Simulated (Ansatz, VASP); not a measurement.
LiF in VASP and in Ansatz

```xyz
2
Lattice="0.0604 2.0442 2.0442 2.0442 0.0604 2.0442 2.0442 2.0442 0.0604" Properties=species:S:1:pos:R:3 pbc="T T T"
Li    0.0000    0.0000    0.0000
F     2.0744    2.0744    2.0744
```

Change from the starting cell: equal xy, yz and zx shear strains of +3 %.

Alike in both runs: task single point; functional LDA; k mesh 10 × 10 × 10; occupations fermi-dirac, width 0.03 eV; no spin polarisation.

|  | VASP | Ansatz |
| --- | --- | --- |
| version | VASP 6.6.1 | Ansatz 0.2.0 |
| potentials or method | VASP PAW LDA potentials, release 64 (Li_sv, F), cutoff 520 eV | all-electron LAPW, scalar-relativistic |

|  | VASP | Ansatz | Ansatz less VASP |
| --- | --- | --- | --- |
| gap on the k mesh at the Fermi level (eV) | 8.74 | 8.73 | -0.014 |

LDA's correlation is that of Perdew and Zunger in VASP and of Perdew and Wang (1992) in Ansatz. Ansatz ran all-electron here, and VASP with PAW potentials.

Noted on VASP's run: the cutoff is short for stress, so the pressure is rough.
